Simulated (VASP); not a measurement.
**Re: single point with PBE**

The system is Re.

```xyz
2
Lattice="0.0000 2.8264 2.8264 2.8264 0.0000 2.8264 2.8264 2.8264 0.0000" Properties=species:S:1:pos:R:3 pbc="T T T"
Re    2.8264    2.8264    2.8264
Re    4.2397    4.2397    4.2397
```

This isn't the form of Re at room conditions, which is hcp.

```json
{
 "Program": "VASP 6.6.1",
 "Task": "single point",
 "Functional": "PBE",
 "Potentials or basis": "VASP PAW PBE potentials, release 64 (Re)",
 "Cutoff": "600 eV",
 "k mesh": "6 × 6 × 6",
 "Occupations": "gaussian, width 0.1 eV",
 "Spin": "no spin polarisation",
 "Dipole correction": "no",
 "Further INCAR settings": "ALGO = Normal; EDIFF = 1e-06; NBANDS = 14"
}
```

```
Pressure               : -1.6 GPa
Band gap on the k mesh : zero (bands 7 and 8 overlap by 1.02 eV)
```

Levels at points of the mesh, in eV from the Fermi level:
| k point | band 4 | band 5 | band 6 | band 7 | band 8 | band 9 | band 10 | band 11 |
| --- | --- | --- | --- | --- | --- | --- | --- | --- |
| (0.00, 0.00, 0.00) | -2.24 | -2.24 | -2.24 | 0.65 | 0.65 | 0.65 | 4.07 | 4.07 |
| (0.50, 0.00, 0.00) | -2.67 | -2.44 | -2.44 | -0.88 | 1.69 | 1.69 | 3.25 | 3.25 |
| (0.50, 0.50, 0.00) | -2.38 | -1.93 | -1.93 | 0.01 | 0.01 | 3.63 | 3.63 | 4.60 |

Wall time 14 s on 1 thread of Intel Xeon 8259CL (shared host), peak memory 0.17 GiB.

Caveat: spin-orbit coupling is left out, which moves the levels of the heavy elements.
